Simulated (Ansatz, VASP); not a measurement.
# Two plane-wave programs on BaTiO3

Contents of INCAR:

```
SYSTEM = BaTiO3
PREC     = Accurate       ! precision mode
ENCUT    = 520            ! plane-wave cutoff, eV
EDIFF    = 1E-6           ! SCF threshold, eV
ISMEAR   = -1             ! smearing method
SIGMA    = 0.05           ! smearing width, eV
LREAL    = .FALSE.        ! projectors in reciprocal space
LASPH    = .TRUE.         ! aspherical terms in the spheres
NELM     = 100            ! most SCF steps
ALGO     = Normal         ! electronic algorithm
ISIF     = 2              ! what is computed and relaxed
LWAVE    = .FALSE.        ! write WAVECAR
LCHARG   = .FALSE.        ! write CHGCAR
GGA      = PE             ! functional
NBANDS   = 51             ! bands
```

The input KPOINTS:

```
regular mesh
0
G
  3 2 2
  0 0 0
```

File POSCAR:

```
BaTiO3
1.0
   -0.0915918800      0.0227814800     -3.9623969300
    3.8808838200      4.1317799600      0.0684987100
    3.9231712500     -4.1740673900      0.1138552900
Ba Ti O
2 2 6
Direct
    0.9974869000      0.0001477200      0.0004271700
    0.9998202700      0.4987526000      0.5010867700
    0.5007474000      0.4990591200      0.9978540800
    0.5036564600      0.9987681300      0.4973819700
    0.9989596600      0.4987799700      0.9982409700
    0.0019446300      0.9997553300      0.5021167700
    0.4941324700      0.2515279200      0.2525101600
    0.4993701600      0.7523144300      0.7482599000
    0.5032595700      0.2508647700      0.7496877100
    0.5006224800      0.7500300100      0.2524344900
```

File input.yaml:

```yaml
crystal:
  lattice:
    - [-0.09159188, 0.02278148, -3.96239693]
    - [3.88088382, 4.13177996, 0.06849871]
    - [3.92317125, -4.17406739, 0.11385529]
  atoms:
    - { symbol: Ba, position: [0.9974869, 0.00014772, 0.00042717] }
    - { symbol: Ba, position: [0.99982027, 0.4987526, 0.50108677] }
    - { symbol: Ti, position: [0.5007474, 0.49905912, 0.99785408] }
    - { symbol: Ti, position: [0.50365646, 0.99876813, 0.49738197] }
    - { symbol: O, position: [0.99895966, 0.49877997, 0.99824097] }
    - { symbol: O, position: [0.00194463, 0.99975533, 0.50211677] }
    - { symbol: O, position: [0.49413247, 0.25152792, 0.25251016] }
    - { symbol: O, position: [0.49937016, 0.75231443, 0.7482599] }
    - { symbol: O, position: [0.50325957, 0.25086477, 0.74968771] }
    - { symbol: O, position: [0.50062248, 0.75003001, 0.25243449] }
hamiltonian:
  xc: pbe
  pseudopotentials: { kind: paw }
kpoints:
  mp_grid: { grid: [3, 2, 2] }
scf:
  occupations: { method: fermi_dirac, width: 0.05 }
output:
  forces: true
  stress: true
  eigenvalues: true
  write_density: true
  write_potential: true
  elf: true
  volumetric_format: npy
```

Alike in both runs: task single point; functional PBE; k mesh 3 × 2 × 2; occupations fermi-dirac, width 0.05 eV; no spin polarisation.

```csv
,VASP,Ansatz
version,VASP 6.6.1,Ansatz 0.2.0
potentials or method,"VASP PAW PBE potentials, release 64 (Ba_sv, Ti_sv, O)",Ansatz PAW
plane-wave cutoff (eV),520,420
valence electrons in the cell,80,80
```

VASP gave:

* gap on the k mesh at the Fermi level (eV): 1.54
* least direct gap on the mesh (eV): 1.54
* pressure (GPa): 5.1
* traceless stress, the component that is largest in VASP (GPa): -6.59
* rms of the force components (eV/Å): 0.100

Problem. Estimate Ansatz's values.

Solution. gap on the k mesh at the Fermi level (eV): 1.57; least direct gap on the mesh (eV): 1.57; pressure (GPa): 3.3; traceless stress, the component that is largest in VASP (GPa): -6.34; rms of the force components (eV/Å): 0.100.

Atom by atom the forces differ by 0.004 eV/Å (rms over components). With one functional, cell and mesh, what is left measures potentials, basis and numerics.

The k mesh is coarse, so the values compare programs but aren't converged. Spin-orbit coupling is off throughout. Noted on Ansatz's run: odd divisions of the mesh miss points on the zone boundary, where band edges often lie, so the gap on the mesh can be too wide.
